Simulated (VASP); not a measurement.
Input of a VASP 6.6.1 run:

INCAR

```
PREC     = Accurate       # precision mode
ENCUT    = 600            # plane-wave cutoff, eV
EDIFF    = 1E-6           # SCF threshold, eV
ISMEAR   = 0              # smearing method
SIGMA    = 0.02           # smearing width, eV
LREAL    = F              # projectors in reciprocal space
LASPH    = T              # aspherical terms in the spheres
NELM     = 100            # most SCF steps
ALGO     = Normal         # electronic algorithm
ISIF     = 3              # what is computed and relaxed
LWAVE    = F              # write WAVECAR
LCHARG   = F              # write CHGCAR
GGA      = PS             # functional
IBRION   = 2              # ionic algorithm
NSW      = 100            # ionic steps
EDIFFG   = -0.005         # ionic threshold
```

The input KPOINTS:

```
regular mesh
0
Gamma
  10 10 10
```

POSCAR

```
MgO
1.0
    0.0000000000      2.0970013900      2.0970013900
    2.0970013900      0.0000000000      2.0970013900
    2.0970013900      2.0970013900      0.0000000000
Mg O
1 1
Direct
    0.0000000000      0.0000000000      0.0000000000
    0.5000000000      0.5000000000      0.5000000000
```

Potentials or basis: VASP PAW PBE potentials, release 64 (Mg, O).

Launch:

```sh
$ cat potpaw_PBE.64/Mg/POTCAR potpaw_PBE.64/O/POTCAR > POTCAR
$ mpirun -np 1 vasp_std > vasp.out
```

(1) Predict the space group after relaxing (to 0.05 Å).

(2) Estimate the band gap on the k mesh.

Results:

(1) Fm-3m (No. 225).

(2) 4.66 eV, direct.
